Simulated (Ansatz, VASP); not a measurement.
## One calculation of BeTe, two programs

```
Be Te
1.0
     0.00000    2.74294    2.74294
     2.74294    0.00000    2.74294
     2.74294    2.74294    0.00000
Be Te
1 1
Direct
  0.00000 0.00000 0.00000
  0.75000 0.75000 0.75000
```

Alike in both runs: task single point; functional PBEsol; k mesh 8 × 8 × 8; occupations gaussian, width 0.02 eV; no spin polarisation.

|  | VASP | Ansatz |
| --- | --- | --- |
| version | VASP 6.6.1 | Ansatz 0.2.0 |
| potentials or method | VASP PAW PBE potentials, release 64 (Be, Te), cutoff 600 eV | scalar-relativistic, plane waves, PAW |
| valence electrons in the cell | 8 | 18 |

|  | VASP | Ansatz | Ansatz less VASP |
| --- | --- | --- | --- |
| gap on the k mesh at the Fermi level (eV) | 1.65 | 1.67 | +0.021 |
| least direct gap on the mesh (eV) | 3.52 | 3.55 | +0.025 |
| pressure (GPa) | 4.7 | 4.4 | -0.32 |

VASP's potentials were made for PBE, not for PBEsol. VASP's potentials hold 8 valence electrons a cell and Ansatz's 18, so a difference there can come from the potentials and not from the codes.

Spin-orbit coupling is off throughout.
